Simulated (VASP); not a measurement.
Input of a VASP 6.6.1 run:

INCAR

```
SYSTEM = O
PREC = Accurate
ENCUT = 520
EDIFF = 1E-6
ISMEAR = 0
SIGMA = 0.01
LREAL = .False.
LASPH = .True.
NELM = 150
ALGO = Normal
ISIF = 2
LWAVE = .False.
LCHARG = .True.
ISPIN = 2
MAGMOM = 1 1
LORBIT = 11
NUPDOWN = 2.0
GGA = PS
LELF = .True.
LVHAR = .True.
NBANDS = 17
```

File KPOINTS:

```
Automatic mesh
0
Gamma
  1 1 1
  0 0 0
```

The input POSCAR:

```
O
1.0
   12.0000000000      0.0000000000      0.0000000000
    0.0000000000     12.5000000000      0.0000000000
    0.0000000000      0.0000000000     13.0000000000
O
2
Direct
    0.4500000000      0.4700000000      0.4534263287
    0.4500000000      0.4700000000      0.5465736713
```

Potentials or basis: VASP PAW PBE potentials, release 64 (O).

Command:

```sh
$ cat potpaw_PBE.64/O/POTCAR > POTCAR
$ mpirun -np 1 vasp_gam > vasp.out
```

(1) What does it give for the largest force?

## Answers

(1) 1.304 eV/Å.

Caveat: the standard files for N, O and F lose accuracy on very short bonds; the PAW data sets were made with another functional, which shifts forces and pressure a little; the total moment is fixed, so each spin has its own Fermi level.
